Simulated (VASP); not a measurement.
The system is Cu.

```
CELL_PARAMETERS angstrom
-1.47109 1.47109 1.40307
1.47109 -1.47109 1.40307
1.47109 1.47109 -1.40307
ATOMIC_POSITIONS crystal
Cu 0.00000 0.00000 0.00000
```

Base run:

```yaml
Program: VASP 6.6.1
Functional: LDA
Potentials_or_basis: VASP PAW LDA potentials, release 64 (Cu)
Cutoff: 520 eV
k_mesh: 13 × 13 × 13
Occupations: fermi-dirac, width 0.05 eV
Spin: no spin polarisation
```

Its results: pressure -14.2 GPa.

The run is repeated on the same cell with these changes: functional from LDA to PBE; potentials or basis from VASP PAW LDA potentials, release 64 (Cu) to VASP PAW PBE potentials, release 64 (Cu). What comes out?

Pressure -0.9 GPa.
